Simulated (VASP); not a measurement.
Input of a VASP 6.6.1 run:

INCAR

```
SYSTEM = MgS
PREC     = Accurate       ! precision mode
ENCUT    = 600            ! plane-wave cutoff, eV
EDIFF    = 1E-6           ! SCF threshold, eV
ISMEAR   = 0              ! smearing method
SIGMA    = 0.1            ! smearing width, eV
LREAL    = .False.        ! projectors in reciprocal space
LASPH    = .True.         ! aspherical terms in the spheres
NELM     = 120            ! most SCF steps
ALGO     = Normal         ! electronic algorithm
ISIF     = 2              ! what is computed and relaxed
LWAVE    = .False.        ! write WAVECAR
LCHARG   = .True.         ! write CHGCAR
GGA      = PE             ! functional
IVDW     = 12             ! dispersion correction
LELF     = .True.         ! ELF
LVHAR    = .True.       
NBANDS   = 11             ! bands
GGA_COMPAT= .False.
```

Contents of KPOINTS:

```
regular mesh
0
Gamma
  8 8 8
  0 0 0
```

File POSCAR:

```
MgS
1.0
    0.0000000000      2.6223422544      2.6223422544
    2.6223422544      0.0000000000      2.6223422544
    2.6223422544      2.6223422544      0.0000000000
Mg S
1 1
Direct
    0.0000000000      0.0000000000      0.0000000000
    0.7500000000      0.7500000000      0.7500000000
```

Potentials or basis: VASP PAW PBE potentials, release 64 (Mg, S).

Launch:

```bash
$ cat potpaw_PBE.64/Mg/POTCAR potpaw_PBE.64/S/POTCAR > POTCAR
$ mpirun -np 1 vasp_std > vasp.out
```

Estimate the dispersion energy per atom.

-0.348 eV.

What does it give for the band gap on the k mesh?

3.59 eV, indirect (least direct gap 4.71 eV).

Estimate the pressure.

19.3 GPa.

A k mesh can miss the band edges. Expect the measured gap to be larger: semilocal functionals such as PBE lack the derivative discontinuity.
